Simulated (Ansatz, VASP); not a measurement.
Two plane-wave programs on SnSe2

Contents of INCAR:

```
PREC = Accurate
ENCUT = 600
EDIFF = 1E-6
ISMEAR = 0
SIGMA = 0.02
LREAL = False
LASPH = True
NELM = 100
ALGO = Normal
ISIF = 3
LWAVE = False
LCHARG = False
GGA = PE
IBRION = 2
NSW = 70
EDIFFG = -0.005
```

Contents of KPOINTS:

```
regular mesh
0
Gamma
  12 12 6
```

Contents of POSCAR:

```
SnSe2
1.0
    3.8380776335      0.0000000000      0.0000000000
   -1.9190388167      3.3238727323      0.0000000000
    0.0000000000      0.0000000000      6.0146785272
Sn Se
1 2
Direct
    0.0000000000      0.0000000000      0.0000000000
    0.3333333333      0.6666666667      0.2650914469
    0.6666666667      0.3333333333      0.7349085531
```

Input for Ansatz:

```yaml
crystal:
  lattice:
    - [3.8380776335, 0.0, 0.0]
    - [-1.9190388167, 3.3238727323, 0.0]
    - [0.0, 0.0, 6.0146785272]
  atoms:
    - { symbol: Sn, position: [0.0, 0.0, 0.0] }
    - { symbol: Se, position: [0.3333333333, 0.6666666667, 0.2650914469] }
    - { symbol: Se, position: [0.6666666667, 0.3333333333, 0.7349085531] }
basis:
  ecutwfc: 420
kpoints:
  mp_grid: { grid: [12, 12, 6] }
hamiltonian:
  xc: pbe
scf:
  occupations: { method: gaussian, width: 0.02 }
output:
  forces: true
  stress: true
  eigenvalues: true
relax:
  adjacent_minimum: "off"
  f_tol: 0.005
  max_steps: 50
  cell: { stress_tol: 0.05 }
```

Alike in both runs: task relaxation of cell and atoms; functional PBE; k mesh 12 × 12 × 6; occupations gaussian, width 0.02 eV; no spin polarisation.

|  | VASP | Ansatz |
| --- | --- | --- |
| version | VASP 6.6.1 | Ansatz 0.2.0 |
| potentials or method | VASP PAW PBE potentials, release 64 (Sn_d, Se), cutoff 600 eV | scalar-relativistic, plane waves, PAW |
| valence electrons in the cell | 26 | 46 |

|  | VASP | Ansatz | Ansatz less VASP |
| --- | --- | --- | --- |
| gap on the k mesh at the Fermi level, each at its own relaxed structure (eV) | 0.69 | 0.69 | +0.009 |
| relaxed volume (Å³/atom) | 30.12 | 30.27 | +0.149 |
| relaxed cell length with the largest relative difference (Å) | 6.953 | 6.994 | +0.0403 |

VASP's potentials hold 26 valence electrons a cell and Ansatz's 46, so a difference there can come from the potentials and not from the codes.

Noted on VASP's run: the volume moved by over 15 % at a fixed basis, so the end points are rough.
